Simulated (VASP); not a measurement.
Here is a VASP 6.6.1 calculation.

INCAR

```
  ALGO = Normal
  EDIFF = 1E-6
  ENCUT = 400
  GGA = PS
  GGA_COMPAT = False
  ISIF = 2
  ISMEAR = -1
  LASPH = True
  LCHARG = True
  LELF = True
  LREAL = False
  LVHAR = True
  LWAVE = False
  NBANDS = 26
  NELM = 120
  NELMDL = -8
  PREC = Accurate
  SIGMA = 0.1
```

The input KPOINTS:

```
k-points
0
Gamma
  4 4 4
```

File POSCAR:

```
ZnSe
1.0
    0.0000000000      2.8338000000      2.8338000000
    2.8338000000      0.0000000000      2.8338000000
    8.5543513459      8.5543513459     -2.8867513459
Zn Se
2 2
Direct
    0.0000000000      0.0000000000      0.0000000000
    0.1443703824      0.1443703824      0.2834444264
    0.2860925956      0.2860925956      0.0708611066
    0.4304629780      0.4304629780      0.3543055330
```

Potentials or basis: VASP PAW PBE potentials, release 64 (Zn, Se).

Command:

```bash
$ cat potpaw_PBE.64/Zn/POTCAR potpaw_PBE.64/Se/POTCAR > POTCAR
$ mpirun -np 1 vasp_std > vasp.out
```

Predict the band gap on the k mesh.

0.38 eV, direct.

Estimate the largest force.

1.485 eV/Å.

Forces in eV/Å, atoms in the order of the input:
```
Zn   0.554  0.554 -0.554
Zn   0.627  0.627 -0.627
Se  -0.857 -0.857  0.857
Se  -0.323 -0.323  0.323
```

Caveat: the k points lie up to 0.46 Å⁻¹ apart; the PAW data sets were made with another functional, which shifts forces and pressure a little.
